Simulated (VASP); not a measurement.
# RbBr: single point with HSE06

RbBr:

```
Rb Br
1.0
     0.00000    3.46083    3.46083
     3.46083    0.00000    3.46083
     3.46083    3.46083    0.00000
Rb Br
1 1
Cartesian
  0.0000 0.0000 0.0000
  3.4608 3.4608 3.4608
```

```yaml
Program: VASP 6.6.1
Task: single point
Functional: HSE06
Potentials_or_basis: VASP PAW PBE potentials, release 64 (Rb_sv, Br)
Cutoff: 520 eV
k_mesh: 4 × 4 × 4
Occupations: gaussian, width 0.01 eV
Spin: no spin polarisation
```

The pressure is 0.3 GPa. The band gap on the k mesh is 5.44 eV.

Levels at points of the mesh, in eV from the valence-band top:
| k point | band 4 | band 5 | band 6 | band 7 | band 8 | band 9 | band 10 | band 11 | band 12 | band 13 |
| --- | --- | --- | --- | --- | --- | --- | --- | --- | --- | --- |
| (0.00, 0.00, 0.00) | -9.07 | -9.07 | 0.00 | 0.00 | 0.00 | 5.44 | 8.53 | 8.53 | 8.53 | 9.48 |
| (0.50, 0.00, 0.00) | -9.07 | -9.01 | -0.97 | -0.34 | -0.34 | 7.88 | 8.86 | 10.81 | 10.81 | 11.35 |
| (0.50, 0.50, 0.00) | -9.13 | -9.13 | -0.49 | -0.17 | -0.17 | 6.78 | 8.30 | 10.27 | 10.58 | 10.77 |

Run time: 11 min on 1 thread of Intel(R) Xeon(R) Platinum 8488C (Sapphire Rapids) (shared host), peak memory 0.32 GiB.

Caveat: the PAW data sets were made with another functional, which shifts forces and pressure a little.
